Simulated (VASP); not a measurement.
Here is a VASP 6.6.1 calculation.

Contents of INCAR:

```
SYSTEM = AgCl
PREC     = Accurate       ! precision mode
ENCUT    = 520            ! plane-wave cutoff, eV
EDIFF    = 1E-6           ! SCF threshold, eV
ISMEAR   = -1             ! smearing method
SIGMA    = 0.02           ! smearing width, eV
LREAL    = Auto         
LASPH    = .True.         ! aspherical terms in the spheres
NELM     = 100            ! most SCF steps
ALGO     = Normal         ! electronic algorithm
ISIF     = 2              ! what is computed and relaxed
LWAVE    = .False.        ! write WAVECAR
LCHARG   = .True.         ! write CHGCAR
GGA      = PS             ! functional
LELF     = .True.         ! ELF
LVHAR    = .True.       
NBANDS   = 86             ! bands
```

Contents of KPOINTS:

```
regular mesh
0
Gamma
  2 2 2
  0 0 0
```

POSCAR

```
AgCl
1.0
    0.0000000000      5.5463451273      5.5463451273
    5.5463451273      0.0000000000      5.5463451273
    5.5463451273      5.5463451273      0.0000000000
Ag Cl
8 8
Direct
    0.0005448633      0.0007193927      0.0016899417
   -0.0032043624      0.0009762285      0.5011603923
    0.0052961003      0.4933587682     -0.0011091989
    0.0005989530      0.4999600523      0.4989298243
    0.5028008420     -0.0000393052     -0.0042143068
    0.5020674762     -0.0011848343      0.5008827320
    0.4968507976      0.5024615194     -0.0044993594
    0.4963524514      0.5010349944      0.5000287462
    0.2451129471      0.2473832711      0.2612383411
    0.2464154265      0.2474483590      0.7563788231
    0.2485270874      0.7462519740      0.2514580265
    0.2474668396      0.7482367946      0.7568898804
    0.7523948482      0.2491544374      0.2532127857
    0.7528251315      0.2568062332      0.7417217835
    0.7509703966      0.7546008955      0.2525264779
    0.7495329635      0.7487165700      0.7483886063
```

Potentials or basis: VASP PAW PBE potentials, release 64 (Ag, Cl).

Command:

```bash
$ cat potpaw_PBE.64/Ag/POTCAR potpaw_PBE.64/Cl/POTCAR > POTCAR
$ mpirun -np 1 vasp_std > vasp.out
```

Problem. What does it give for the largest force?

Solution. 0.175 eV/Å.

Problem. What does it give for the pressure?

Solution. -2.5 GPa.

Problem. What does it give for the band gap on the k mesh?

Solution. 0.72 eV.

Forces on the atoms (eV/Å):
```
Ag   0.007 -0.037 -0.036
Ag  -0.029  0.040 -0.009
Ag   0.098 -0.013  0.002
Ag   0.009 -0.003  0.020
Ag   0.031  0.054 -0.003
Ag   0.004 -0.022 -0.007
Ag  -0.003  0.084 -0.027
Ag   0.002 -0.006  0.038
Cl  -0.132  0.015  0.063
Cl  -0.044  0.067  0.033
Cl   0.014  0.101  0.068
Cl  -0.050 -0.071 -0.035
Cl   0.020 -0.105  0.025
Cl   0.072  0.010 -0.135
Cl  -0.069 -0.159 -0.021
Cl   0.071  0.047  0.024
```

Caveat: the k points lie up to 0.49 Å⁻¹ apart; the atoms stand as in a frame of molecular dynamics; the PAW data sets were made with another functional, which shifts forces and pressure a little. A hybrid or GW would open this gap; PBEsol tends to underestimate it.
